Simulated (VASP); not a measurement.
Wanted: the native input for a VASP 6.6.1 run.

```yaml
Task: single point
Functional: PBEsol
Potentials_or_basis: VASP PAW PBE potentials, release 64 (Ga_d, Ti_sv)
Cutoff: 520 eV
k_mesh: 6 × 6 × 6
Occupations: methfessel-paxton, width 0.1 eV
Spin: no spin polarisation
Dipole_correction: no
Further_INCAR_settings: ALGO = Normal; EDIFF = 1e-06; NBANDS = 32
```

The structure of Ti3Ga lies in POSCAR:

```
Ti3Ga
1.0
    0.0000000000      3.1537750685      3.1537750685
    3.1537750685      0.0000000000      3.1537750685
    3.1537750685      3.1537750685      0.0000000000
Ga Ti
1 3
Direct
    0.0000000000      0.0000000000      0.0000000000
    0.5000000000      0.5000000000      0.5000000000
    0.2500000000      0.2500000000      0.2500000000
    0.7500000000      0.7500000000      0.7500000000
```

The input as run:

INCAR

```
SYSTEM = Ti3Ga
PREC = Accurate
ENCUT = 520
EDIFF = 1E-6
ISMEAR = 1
SIGMA = 0.1
LREAL = .FALSE.
LASPH = .TRUE.
NELM = 80
ALGO = Normal
ISIF = 2
LWAVE = .FALSE.
LCHARG = .TRUE.
GGA = PS
LELF = .TRUE.
LVHAR = .TRUE.
NBANDS = 32
```

KPOINTS

```
Automatic mesh
0
G
  6 6 6
  0 0 0
```

Potentials or basis: VASP PAW PBE potentials, release 64 (Ga_d, Ti_sv).

Run with:

```bash
$ cat potpaw_PBE.64/Ga_d/POTCAR potpaw_PBE.64/Ti_sv/POTCAR > POTCAR
$ mpirun -np 1 vasp_std > vasp.out
```

Results of the run:

```
Pressure : -0.1 GPa
```

Caveat: the PAW data sets were made with another functional, which shifts forces and pressure a little.

It took 46 s on 1 thread of Intel Xeon 6975P-C, with other jobs on the host, peak memory 0.21 GiB.
